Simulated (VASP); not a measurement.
# MgO in VASP: single point with PBE

Aim: the single point of MgO with PBE.

Everything below comes from runs of VASP 6.6.1. Logs are shortened: lines on timing, memory, paths and dates and some standing lists are left out, and cuts for length are marked.

## (1) The cell of the first run

The cell holds a slab with vacuum, 28 atoms: a = 12.031 Å, b = 3.008 Å, c = 18.381 Å, α = 90.00°, β = 90.00°, γ = 90.00°.

## (2) Single point, PBE

INCAR reads:

```
ALGO = Normal ; DIPOL = 0.5 0.5 0.232
EDIFF = 1E-7 ; ENCUT = 520
GGA = PE ; IDIPOL = 3
ISIF = 2 ; ISMEAR = 0
LASPH = True ; LCHARG = False
LDIPOL = True ; LREAL = Auto
LWAVE = False ; NBANDS = 76
NELM = 100 ; PREC = Accurate
SIGMA = 0.05
```

KPOINTS reads:

```
k-points
0
Gamma
  2 8 1
```

POSCAR reads:

```
MgO
1.0
   12.0312932432      0.0000000000      0.0000000000
    0.0000000000      3.0078233108      0.0000000000
    0.0000000000      0.0000000000     18.3805567790
Mg O
14 14
Direct
    0.0000000000      0.0000000000      0.0816079740
    0.1192761295      0.5000000000      0.2005598424
    0.2500000000      1.0000000000      0.0816079740
    0.3740483363      0.5000000000      0.1959291740
    0.5000000000      1.0000000000      0.0816079740
    0.6286254888      0.5000000000      0.1956465074
    0.7500000000      1.0000000000      0.0816079740
    0.8777986229      0.5000000000      0.1983679389
   -0.0138996537      0.0000000000      0.3297041727
    0.2393568326      1.0000000000      0.3134932996
    0.5095862901      1.0000000000      0.3078605535
    0.7521177773      1.0000000000      0.3107825545
    0.1068165740      0.5000000000      0.4388717400
    0.3462826953      0.5000000000      0.4274803380
    0.0005685602      0.0000000000      0.1964725525
    0.1250000000      0.5000000000      0.0816079740
    0.2538040593      1.0000000000      0.2003786525
    0.3750000000      0.5000000000      0.0816079740
    0.4982878793      1.0000000000      0.1975095750
    0.6250000000      0.5000000000      0.0816079740
    0.7476566703      1.0000000000      0.1955706783
    0.8750000000      0.5000000000      0.0816079740
    0.1294970415      0.5000000000      0.3152031203
    0.3855591391      0.5000000000      0.3243580015
    0.6251764730      0.5000000000      0.3134015237
    0.8681081626      0.5000000000      0.3100827254
    0.0154919022      0.0000000000      0.4341516260
    0.2557448535      1.0000000000      0.4415209276
```

Potentials or basis: VASP PAW PBE potentials, release 64 (Mg, O).

Started as:

```bash
> cat potpaw_PBE.64/Mg/POTCAR potpaw_PBE.64/O/POTCAR > POTCAR
> mpirun -np 1 vasp_std > vasp.out
```

OUTCAR:

```text
EDIFF = 1E-7
   ENCUT = 520
   GGA = PE
   ISIF = 2
   ISMEAR = 0
   LASPH = True
   LREAL = Auto
   NELM = 100
   PREC = Accurate

 ion  position               nearest neighbor table
   1  0.000  0.000  0.082-  15 2.11  16 2.13  22 2.13  16 2.13  22 2.13   8 3.00   8 3.00   7 3.01
                             3 3.01   2 3.02   2 3.02
   2  0.119  0.500  0.201-  15 2.08  15 2.08  23 2.11  16 2.19  17 2.21  17 2.21   8 2.91  10 2.94
                            10 2.94   1 3.02   1 3.02   4 3.07   3 3.08   3 3.08   9 3.23   9 3.23
   3  0.250  0.000  0.082-  16 2.13  18 2.13  16 2.13  18 2.13  17 2.18   4 2.98   4 2.98   1 3.01
                             5 3.01   2 3.08   2 3.08
   4  0.374  0.500  0.196-  17 2.09  17 2.09  18 2.10  19 2.12  19 2.12  24 2.36   3 2.98   3 2.98
                             5 3.00   5 3.00  11 3.03  11 3.03   6 3.06   2 3.07  10 3.09  10 3.09
   5  0.500  0.000  0.082-  18 2.13  20 2.13  18 2.13  20 2.13  19 2.13   4 3.00   4 3.00   3 3.01
                             7 3.01   6 3.01   6 3.01
   6  0.629  0.500  0.196-  21 2.08  21 2.08  20 2.10  25 2.16  19 2.17  19 2.17  11 2.93  11 2.93
                             7 2.96   7 2.96  12 2.99  12 2.99   8 3.00   5 3.01   5 3.01   4 3.06
   7  0.750  0.000  0.082-  21 2.09  20 2.13  22 2.13  20 2.13  22 2.13   6 2.96   6 2.96   5 3.01
                             1 3.01   8 3.04   8 3.04
   8  0.878  0.500  0.198-  26 2.06  15 2.11  15 2.11  22 2.15  21 2.17  21 2.17   2 2.91  12 2.97
                            12 2.97   6 3.00   1 3.00   1 3.00   7 3.04   7 3.04   9 3.13   9 3.13
   9  0.986  0.000  0.330-  27 1.95  26 2.10  26 2.10  23 2.30  23 2.30  15 2.46  12 2.84  13 2.90
                            13 2.90  10 3.06   8 3.13   8 3.13   2 3.23   2 3.23
  10  0.239  0.000  0.313-  23 2.00  23 2.00  17 2.09  24 2.32  24 2.32  28 2.36  14 2.88  14 2.88
                             2 2.94   2 2.94   9 3.06   4 3.09   4 3.09  13 3.18  13 3.18  11 3.25
  11  0.510  0.000  0.308-  19 2.03  25 2.05  25 2.05  24 2.14  24 2.14  12 2.92   6 2.93   6 2.93
                             4 3.03   4 3.03  10 3.25  14 3.31  14 3.31
  12  0.752  0.000  0.311-  26 2.05  26 2.05  21 2.12  25 2.14  25 2.14   9 2.84  11 2.92   8 2.97
                             8 2.97   6 2.99   6 2.99
  13  0.107  0.500  0.439-  27 1.86  27 1.86  23 2.29  28 2.34  28 2.34  14 2.89   9 2.90   9 2.90
                            10 3.18  10 3.18
  14  0.346  0.500  0.427-  28 1.87  28 1.87  24 1.95  10 2.88  10 2.88  13 2.89  11 3.31  11 3.31

  15  0.001  0.000  0.196-   2 2.08   2 2.08   8 2.11   8 2.11   1 2.11   9 2.46
  16  0.125  0.500  0.082-   1 2.13   3 2.13   1 2.13   3 2.13   2 2.19
  17  0.254  0.000  0.200-  10 2.09   4 2.09   4 2.09   3 2.18   2 2.21   2 2.21
  18  0.375  0.500  0.082-   4 2.10   3 2.13   5 2.13   3 2.13   5 2.13
  19  0.498  0.000  0.198-  11 2.03   4 2.12   4 2.12   5 2.13   6 2.17   6 2.17
  20  0.625  0.500  0.082-   6 2.10   5 2.13   7 2.13   5 2.13   7 2.13
  21  0.748  0.000  0.196-   6 2.08   6 2.08   7 2.09  12 2.12   8 2.17   8 2.17
  22  0.875  0.500  0.082-   1 2.13   7 2.13   1 2.13   7 2.13   8 2.15
  23  0.129  0.500  0.315-  10 2.00  10 2.00   2 2.11  13 2.29   9 2.30   9 2.30
  24  0.386  0.500  0.324-  14 1.95  11 2.14  11 2.14  10 2.32  10 2.32   4 2.36
  25  0.625  0.500  0.313-  11 2.05  11 2.05  12 2.14  12 2.14   6 2.16
  26  0.868  0.500  0.310-  12 2.05  12 2.05   8 2.06   9 2.10   9 2.10
  27  0.015  0.000  0.434-  13 1.86  13 1.86   9 1.95
  28  0.256  0.000  0.442-  14 1.87  14 1.87  13 2.34  13 2.34  10 2.36

  LATTYP: Found a simple orthorhombic cell.
 ALAT       =     3.0078233108
 B/A-ratio  =     4.0000000000
 C/A-ratio  =     6.1109163936

  Lattice vectors:

 A1 = (   0.0000000000,  -3.0078233108,   0.0000000000)
 A2 = (  12.0312932432,   0.0000000000,   0.0000000000)
 A3 = (   0.0000000000,   0.0000000000,  18.3805567790)

Analysis of symmetry for initial positions (statically):
=====================================================================
 Subroutine PRICEL returns:
 Original cell was already a primitive cell.

 Routine SETGRP: Setting up the symmetry group for a
 simple orthorhombic supercell.

 Subroutine GETGRP returns: Found  2 space group operations
 (whereof  2 operations were pure point group operations)
 out of a pool of  8 trial point group operations.

The static configuration has the point symmetry C_1h.

Analysis of symmetry for dynamics (positions and initial velocities):
=====================================================================
 Subroutine PRICEL returns:
 Original cell was already a primitive cell.

 Routine SETGRP: Setting up the symmetry group for a
 simple orthorhombic supercell.

 Subroutine GETGRP returns: Found  2 space group operations
 (whereof  2 operations were pure point group operations)
 out of a pool of  8 trial point group operations.

The dynamic configuration has the point symmetry C_1h.

 Subroutine INISYM returns: Found  2 space group operations
 (whereof  2 operations are pure point group operations),
 and found     1 'primitive' translations

[... 106 lines left out ...]
  0.500000  0.125000  0.000000      2.000000
  0.000000  0.250000  0.000000      2.000000
  0.500000  0.250000  0.000000      2.000000
  0.000000  0.375000  0.000000      2.000000
  0.500000  0.375000  0.000000      2.000000
  0.000000  0.500000  0.000000      1.000000
  0.500000  0.500000  0.000000      1.000000
   k-points           NKPTS =     10   k-points in BZ     NKDIM =     10   number of bands    NBANDS=     76
   number of dos      NEDOS =    301   number of ions     NIONS =     28
   total plane-waves  NPLWV = 302400
   dimension x,y,z NGX =    90 NGY =   24 NGZ =  140
   dimension x,y,z NGXF=   180 NGYF=   48 NGZF=  280
   ions per type =              14  14
   NGX,Y,Z   is equivalent  to a cutoff of  12.44, 13.27, 12.66 a.u.
   NGXF,Y,Z  is equivalent  to a cutoff of  24.87, 26.53, 25.33 a.u.
 SYSTEM =  unknown system
   PREC   = accura    normal or accurate (medium, high low for compatibility)
   ISTART =      0    job   : 0-new  1-cont  2-samecut
   ICHARG =      2    charge: 1-file 2-atom 10-const
   ISPIN  =      1    spin polarized calculation?
   LNONCOLLINEAR =      F non collinear calculations
   LSORBIT =      F    spin-orbit coupling
   LASPH  =      T    aspherical Exc in radial PAW
   ENCUT  =  520.0 eV  38.22 Ry    6.18 a.u.  22.37  5.59 34.18*2*pi/ulx,y,z
   NELM   =    100;   NELMIN=  2; NELMDL= -5     # of ELM steps
   EDIFF  = 0.1E-06   stopping-criterion for ELM
   LREAL  =      T    real-space projection
   EDIFFG = 0.1E-05   stopping-criterion for IOM
   NSW    =      0    number of steps for IOM
   IBRION =     -1    ionic relax: 0-MD 1-quasi-New 2-CG
   NFREE  =      0    steps in history (QN), initial steepest desc. (CG)
   ISIF   =      2    stress and relaxation
   ISYM   =      2    0-nonsym 1-usesym 2-fastsym
   POTIM  = 0.5000    time-step for ionic-motion
   TEBEG  =    0.0;   TEEND  =   0.0 temperature during run
   PSTRESS=    0.0 pullay stress
   NELECT =     112.0000    total number of electrons
   NUPDOWN=      -1.0000    fix difference up-down
   EMIN   =  10.00;   EMAX   =-10.00  energy-range for DOS
   EFERMI =   0.00;   METHOD = LEGACY
   ISMEAR =     0;   SIGMA  =   0.05  broadening in eV -4-tet -1-fermi 0-gaus
   EFERMI_NEDOS =   21; number of points for ismear=-14 and -15
   IALGO  =     38    algorithm
   IMIX   =      4    mixing-type and parameters
     AMIX     =   0.40;   BMIX     =  1.00
     AMIX_MAG =   1.60;   BMIX_MAG =  1.00
  volume/ion in A,a.u.               =      23.76       160.31
  Fermi-wavevector in a.u.,A,eV,Ry     =   0.904010  1.708331 11.119136  0.817233
  Thomas-Fermi vector in A             =   2.027405
   LORBIT       =      0    0 simple, 1 ext, 2 COOP (PROOUT), +10 PAW based schemes
   GGA     = PE    functional components
   LHFCALC =     F    Hartree Fock is set to
   AEXX    =    0.0000 exact exchange contribution
   IVDW    =     0    specifies the selected vdW correction
   LEPSILON=     F    determine dielectric tensor
   LRPA    =     F    only Hartree local field effects (RPA)
 non-spin polarized calculation
 Gauss-broadening in eV      SIGMA  =   0.05
  energy-cutoff  :      520.00
  volume of cell :      665.16
 maximum number of plane-waves:     17988
 NGX is ok and might be reduce to    90
   NGX = 45   NGY = 11   NGZ = 69

 dipolmoment           0.000000      0.000000     -0.000732 electrons x Angstroem

 number of electron     112.0000018 magnetization

 dipolmoment           0.000000      0.000000      0.166508 electrons x Angstroem

 Free energy of the ion-electron system (eV)
  ---------------------------------------------------
  ext. energy  EPLUGINS =         0.00000000
  ---------------------------------------------------
  free energy    TOTEN  =      -159.38688436 eV

  energy without entropy =     -159.38524935  energy(sigma->0) =     -159.38606685

 E-fermi :  -0.1900     XC(G=0):  -5.3518

 val. band max:       -0.2492875588   @ k =   0.0000   0.0000   0.0000
 cond. band min:      -0.1426207764   @ k =   0.0000   0.0000   0.0000
 fundamental gap:      0.1066667824
 Fermi energy:        -0.1900486095

 k-point     1 :       0.0000    0.0000    0.0000
  band No.  band energies     occupation
      1     -18.9924      2.00000
      2     -18.6488      2.00000
      3     -18.4062      2.00000
      4     -18.3307      2.00000
      5     -18.2042      2.00000
      6     -17.9266      2.00000
[... 699 lines left out ...]
     67       6.2504      0.00000
     68       6.3758      0.00000
 [bands above 68 left out]

------------------------ aborting loop because EDIFF is reached ----------------------------------------

 vacuum level on the upper side and lower side of the slab       (xc-potential included)         0.187        -0.559

  FORCE on cell =-STRESS in cart. coord.  units (eV):
  Direction    XX          YY          ZZ          XY          YZ          ZX
  --------------------------------------------------------------------------------------
  -------------------------------------------------------------------------------------
  Total      -10.0725304     -5.5141911     -0.7364935      0.0000000      0.0000000     -0.0375632
  in kB      -24.2619595    -13.2821721     -1.7740107      0.0000000      0.0000000     -0.0904795
  external PRESSURE =     -13.1060474 kB  Pullay stress =       0.0000000 kB

 VOLUME and BASIS-vectors are now :
 -----------------------------------------------------------------------------
  energy-cutoff  :      520.00
  volume of cell :      665.16
      direct lattice vectors                 reciprocal lattice vectors
    12.031293243  0.000000000  0.000000000     0.083116584  0.000000000  0.000000000
     0.000000000  3.007823311  0.000000000     0.000000000  0.332466338  0.000000000
     0.000000000  0.000000000 18.380556779     0.000000000  0.000000000  0.054405316

 POSITION                                       TOTAL-FORCE (eV/Angst)
 -----------------------------------------------------------------------------------
      0.00000      0.00000      1.50000        -0.039788      0.000000      0.543015
      1.43505      1.50391      3.68640         0.001366      0.000000      0.006932
      3.00782      0.00000      1.50000        -0.285628      0.000000      0.508699
      4.50029      1.50391      3.60129         0.001566      0.000000     -0.001158
      6.01565      0.00000      1.50000         0.077985      0.000000      0.361587
      7.56318      1.50391      3.59609        -0.000650      0.000000      0.003819
[... 20 lines left out ...]
      0.18639      0.00000      7.97995        -0.014733      0.000000      0.018277
      3.07694      0.00000      8.11540        -0.069543      0.000000     -0.016548
 -----------------------------------------------------------------------------------
    total drift:                               -0.003508     -0.000000      0.001522

  FREE ENERGIE OF THE ION-ELECTRON SYSTEM (eV)
  ---------------------------------------------------
  free  energy   TOTEN  =      -159.3868843592 eV

  energy  without entropy=     -159.3852493476  energy(sigma->0) =     -159.38606685

 vacuum level on the upper side and lower side of the slab         3.543         2.770
```

Wall time 23 min (1 thread of Intel Xeon Platinum 8259CL at 2.50GHz (Skylake/Cascade Lake), shared host); peak memory 0.78 GiB.

What came out:

| Property | Result |
| --- | --- |
| Free energy | -159.3869 eV |
| Largest force | 0.583 eV/Å |
| Band gap on the k mesh | 0.11 eV, direct |

Forces on the atoms (eV/Å):
```
Mg  -0.040  0.000  0.543
Mg   0.001  0.000  0.007
Mg  -0.286  0.000  0.509
Mg   0.002  0.000 -0.001
Mg   0.078  0.000  0.362
Mg  -0.001  0.000  0.004
Mg   0.256  0.000  0.425
Mg  -0.002  0.000  0.005
Mg   0.002  0.000 -0.028
Mg   0.002  0.000  0.002
Mg  -0.001  0.000 -0.008
Mg   0.006  0.000 -0.027
Mg   0.055  0.000 -0.024
Mg   0.014  0.000 -0.002
O   -0.002  0.000  0.005
O    0.282  0.000 -0.331
O   -0.004  0.000 -0.003
O    0.017  0.000 -0.395
O    0.002  0.000  0.000
O   -0.231  0.000 -0.511
O    0.002  0.000 -0.004
O   -0.073  0.000 -0.519
O   -0.004  0.000  0.010
O    0.000  0.000 -0.020
O    0.006  0.000 -0.002
O    0.004  0.000  0.001
O   -0.015  0.000  0.018
O   -0.070  0.000 -0.017
```

Levels at points of the mesh, in eV from the valence-band top:
| k point | band 52 | band 53 | band 54 | band 55 | band 56 | band 57 | band 58 | band 59 | band 60 | band 61 |
| --- | --- | --- | --- | --- | --- | --- | --- | --- | --- | --- |
| (0.00, 0.00, 0.00) | -1.66 | -1.50 | -1.13 | -0.56 | 0.00 | 0.11 | 1.66 | 2.76 | 2.76 | 2.79 |
| (0.50, 0.00, 0.00) | -1.70 | -1.50 | -1.13 | -0.56 | 0.00 | 0.15 | 1.93 | 2.07 | 2.74 | 3.27 |
| (0.00, 0.50, 0.00) | -1.94 | -1.88 | -1.51 | -0.84 | -0.22 | 3.05 | 3.37 | 4.71 | 5.43 | 5.44 |
| (0.50, 0.50, 0.00) | -1.99 | -1.90 | -1.51 | -0.84 | -0.22 | 3.05 | 3.37 | 4.85 | 4.99 | 5.78 |
